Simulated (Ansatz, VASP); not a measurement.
**LiH in VASP and in Ansatz**

Contents of POSCAR:

```
LiH
1.0
    0.0000000000      1.9512000000      1.9512000000
    1.9512000000      0.0000000000      1.9512000000
    1.9512000000      1.9512000000      0.0000000000
Li H
1 1
Direct
    0.0000000000      0.0000000000      0.0000000000
    0.5000000000      0.5000000000      0.5000000000
```

INCAR.step1

```
SYSTEM = LiH
  PREC = Accurate
  ENCUT = 830
  ISMEAR = 0
  SIGMA = 0.05
  LREAL = .False.
  LASPH = .True.
  NELM = 120
  NBANDS = 9
  GGA = PE
  ALGO = Normal
  EDIFF = 1E-5
  LWAVE = .True.
  LCHARG = .False.
  GGA_COMPAT = .False.
```

INCAR.step2

```
SYSTEM = LiH
  PREC = Accurate
  ENCUT = 830
  EDIFF = 1E-6
  ISMEAR = 0
  SIGMA = 0.05
  LREAL = .False.
  LASPH = .True.
  NELM = 120
  ALGO = Normal
  ISIF = 2
  LWAVE = .False.
  LCHARG = .False.
  METAGGA = R2SCAN
  LMIXTAU = .True.
  NBANDS = 9
  ISTART = 1
  GGA_COMPAT = .False.
```

Contents of KPOINTS:

```
regular mesh
0
Gamma
  10 10 10
  0 0 0
```

Input for Ansatz:

```yaml
crystal:
  lattice:
    - [0.0, 1.9512, 1.9512]
    - [1.9512, 0.0, 1.9512]
    - [1.9512, 1.9512, 0.0]
  atoms:
    - { symbol: Li, position: [0.0, 0.0, 0.0] }
    - { symbol: H, position: [0.5, 0.5, 0.5] }
basis:
  ecutwfc: 500
kpoints:
  mp_grid: { grid: [10, 10, 10] }
hamiltonian:
  xc: r2scan
scf:
  occupations: { method: gaussian, width: 0.05 }
output:
  forces: true
  stress: true
  eigenvalues: true
```

Change from the starting cell: strain -0.040 along x and y, -0.040 along z, atoms carried along.

Alike in both runs: task single point; functional r2SCAN; k mesh 10 × 10 × 10; occupations gaussian, width 0.05 eV; no spin polarisation.

|  | VASP | Ansatz |
| --- | --- | --- |
| version | VASP 6.6.1 | Ansatz 0.2.0 |
| potentials or method | VASP PAW PBE potentials, release 64 (Li_sv, H), cutoff 830 eV | scalar-relativistic, plane waves, PAW |
| valence electrons in the cell | 4 | 4 |

|  | VASP | Ansatz | Ansatz less VASP |
| --- | --- | --- | --- |
| gap on the k mesh at the Fermi level (eV) | 3.53 | 3.58 | +0.047 |
| least direct gap on the mesh (eV) | 3.53 | 3.58 | +0.047 |
| pressure (GPa) | 3.0 | 3.2 | +0.20 |

VASP's potentials were made for PBE, not for r2SCAN. The functional is the same, so the differences come from potentials, cutoffs and numerics.
